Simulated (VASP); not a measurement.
Set up this calculation in VASP 6.6.1, as the native input.

```
Task                   : relaxation of cell and atoms
Functional             : PBE
Potentials or basis    : VASP PAW PBE potentials, release 64 (Hg)
Cutoff                 : 600 eV
k mesh                 : 11 × 11 × 11
Occupations            : fermi-dirac, width 0.1 eV
Spin                   : no spin polarisation
Dipole correction      : no
Further INCAR settings : ALGO = Normal; EDIFF = 1e-06; IBRION = 2; EDIFFG = -0.01; NSW = 80; ISIF = 3
```

The structure of Hg lies in POSCAR:

```
Hg
1.0
    2.9208326038      0.0000000000      0.0000000000
    0.0000000000      2.9208326038      0.0000000000
    0.0000000000      0.0000000000      2.9208326038
Hg
1
Direct
    0.0000000000      0.0000000000      0.0000000000
```

These files were run (other wordings do the same):

INCAR

```
  ALGO = Normal
  EDIFF = 1E-6
  EDIFFG = -0.01
  ENCUT = 600
  GGA = PE
  IBRION = 2
  ISIF = 3
  ISMEAR = -1
  LASPH = True
  LCHARG = False
  LREAL = False
  LWAVE = False
  NELM = 100
  NSW = 80
  PREC = Accurate
  SIGMA = 0.1
```

KPOINTS

```
k-points
0
Gamma
  11 11 11
```

Potentials or basis: VASP PAW PBE potentials, release 64 (Hg).

Run with:

```sh
$ cat potpaw_PBE.64/Hg/POTCAR > POTCAR
$ mpirun -np 1 vasp_std > vasp.out
```

It gave:

```json
{
 "Relaxed volume": "30.14 Å³/atom",
 "Relaxed cell": "a = 3.112 Å, b = 3.112 Å, c = 3.112 Å, α = 90.00°, β = 90.00°, γ = 90.00°",
 "Space group after relaxing (to 0.05 Å)": "Pm-3m (No. 221)",
 "Energy gained by relaxing": "74.5 meV/atom",
 "Ionic steps": "5",
 "Pressure after relaxing": "0.0 GPa",
 "Band gap on the k mesh": "zero (band 6 reaches 3.60 eV, above the bottom of band 7 at 0.38 eV)"
}
```

Caveat: the volume moved by over 15 % at a fixed basis, so the end points are rough; spin-orbit coupling is left out, which moves the levels of the heavy elements.

It took 14 s on 1 thread of Intel(R) Xeon(R) 6975P-C (Granite Rapids), with other jobs on the host, peak memory 0.15 GiB.
